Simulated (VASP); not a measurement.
Crystal: TiGe4Mo.

```
CELL_PARAMETERS angstrom
2.50326 -4.36434 0.00000
2.50326 4.36434 0.00000
0.00000 0.00000 5.00651
ATOMIC_POSITIONS crystal
Ti 0.50000 0.50000 0.50000
Ge 0.66167 0.33833 0.00000
Ge 0.16167 0.83833 0.50000
Ge 0.33833 0.66167 0.00000
Ge 0.83833 0.16167 0.50000
Mo 0.00000 0.00000 0.00000
```

```yaml
Program: VASP 6.6.1
Task: relaxation of cell and atoms
Functional: PBE
Potentials_or_basis: VASP PAW PBE potentials, release 64 (Ti_sv, Ge_d, Mo_sv)
Cutoff: 600 eV
k_mesh: 4 × 4 × 4
Occupations: gaussian, width 0.1 eV
Spin: no spin polarisation
```

At the start: pressure -13.9 GPa; volume 18.23 Å³/atom.

Question: How do energy, volume and symmetry change on relaxing?

Answer: Over 9 steps the energy falls by 123.9 meV/atom and the volume is 15.76 Å³/atom (-13.5 %); space group Cmmm (No. 65, to 0.1 Å) before and after.

Step by step:
```
step  energy change (eV)  largest force (eV/Å)  pressure (GPa)  volume (Å³)
   1              0.0000                0.2647          -13.91       109.39
   2             -0.3208                0.6803           16.42        86.20
   3             -0.7270                0.3185           -0.17        95.01
   4             -0.7270                0.3285            0.18        94.73
   5             -0.7406                0.1605            0.24        94.54
   6             -0.7412                0.1174            0.27        94.48
   7             -0.7427                0.0447           -0.24        94.81
   8             -0.7427                0.0349           -0.32        94.86
   9             -0.7432                0.0038            0.04        94.58
```

Final structure:
```
CELL_PARAMETERS angstrom
2.37247 -4.20170 0.00000
2.37247 4.20170 0.00000
0.00000 0.00000 4.74388
ATOMIC_POSITIONS crystal
Ti 0.50000 0.50000 0.50000
Ge 0.66090 0.33910 0.00000
Ge 0.16513 0.83487 0.50000
Ge 0.33910 0.66090 0.00000
Ge 0.83487 0.16513 0.50000
Mo 0.00000 0.00000 0.00000
```

Caveat: the k points lie up to 0.38 Å⁻¹ apart in the final cell, too coarse for converged energies and pressures of a metal.
